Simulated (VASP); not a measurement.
Write the native input for VASP 6.6.1 that does the following.

```yaml
Task: single point
Functional: PBE
Potentials_or_basis: VASP PAW PBE potentials, release 64 (Zr_sv, Nb_sv, N)
Cutoff: 600 eV
k_mesh: 4 × 4 × 2
Occupations: gaussian, width 0.15 eV
Spin: no spin polarisation
Dipole_correction: no
Further_INCAR_settings: ALGO = Normal; EDIFF = 1e-06; NBANDS = 36
```

The structure of ZrNb2N3 lies in POSCAR:

```
ZrNb2N3
1.0
    3.6231321037      0.0000000000      0.0000000000
   -1.8115660519      3.1377244431      0.0000000000
    0.0000000000      0.0000000000     11.4941094173
Zr Nb N
1 2 3
Direct
    0.0000000000      0.0000000000      0.0000000000
    0.0000000000      0.0000000000      0.3414302607
    0.0000000000      0.0000000000      0.6585697393
    0.3333333333      0.6666666667      0.0000000000
    0.6666666667      0.3333333333      0.0000000000
    0.0000000000      0.0000000000      0.5000000000
```

The cell was built from a structure type or drawn by symmetry, and may not be a known phase.

These files were run (other wordings do the same):

INCAR

```
  PREC = Accurate
  ENCUT = 600
  EDIFF = 1E-6
  ISMEAR = 0
  SIGMA = 0.15
  LREAL = False
  LASPH = True
  NELM = 120
  ALGO = Normal
  ISIF = 2
  LWAVE = False
  LCHARG = True
  GGA = PE
  LELF = True
  LVHAR = True
  NBANDS = 36
  GGA_COMPAT = False
```

KPOINTS

```
Automatic mesh
0
Gamma
  4 4 2
```

Potentials or basis: VASP PAW PBE potentials, release 64 (Zr_sv, Nb_sv, N).

The run is started by

```sh
$ cat potpaw_PBE.64/Zr_sv/POTCAR potpaw_PBE.64/Nb_sv/POTCAR potpaw_PBE.64/N/POTCAR > POTCAR
$ mpirun -np 1 vasp_std > vasp.out
```

Results of the run:

```yaml
Pressure: 0.1 GPa
Largest_force: 0.025 eV/Å
Band_gap_on_the_k_mesh: zero (an odd number of electrons rules out a gap without spin polarisation)
```

Caveat: the k points lie up to 0.50 Å⁻¹ apart, too coarse for converged energies and pressures of a metal.

Wall time 59 s on 1 thread of Intel(R) Xeon(R) 6975P-C (Granite Rapids), with other jobs on the host, peak memory 0.29 GiB.
